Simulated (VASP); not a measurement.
Here is a VASP 6.6.1 calculation.

INCAR

```
SYSTEM = PbO
PREC = Accurate
ENCUT = 600
EDIFF = 1E-6
ISMEAR = 0
SIGMA = 0.02
LREAL = .FALSE.
LASPH = .TRUE.
NELM = 120
ALGO = Normal
ISIF = 2
LWAVE = .FALSE.
LCHARG = .FALSE.
GGA = PE
NBANDS = 28
GGA_COMPAT = .FALSE.
```

File KPOINTS:

```
Automatic mesh
0
G
  8 8 6
  0 0 0
```

POSCAR

```
PbO
1.0
    4.0547226240      0.0000000000      0.0000000000
    0.0000000000      4.0547226240      0.0000000000
    0.0000000000      0.0000000000      5.0481646200
Pb O
2 2
Direct
    0.0000000000      0.5000000000      0.2632603656
    0.5000000000      0.0000000000      0.7367396344
    0.0000000000      0.0000000000      0.0000000000
    0.5000000000      0.5000000000      0.0000000000
```

Potentials or basis: VASP PAW PBE potentials, release 64 (Pb_d, O).

The run is started by

```bash
$ cat potpaw_PBE.64/Pb_d/POTCAR potpaw_PBE.64/O/POTCAR > POTCAR
$ mpirun -np 1 vasp_std > vasp.out
```

(1) Estimate the pressure.

(2) Predict the largest force.

(3) What does it give for the band gap on the k mesh?

Answers

(1) -4.9 GPa.

(2) 2.069 eV/Å.

(3) 0.69 eV (least direct gap 1.03 eV).

Caveat: the cell differs from its parent crystal (strained and its atoms moved); the cell stands under tension; spin-orbit coupling is left out, which moves the levels of the heavy elements; forces of over 1 eV/Å act on the atoms, so gaps and moduli don't describe the material at rest.
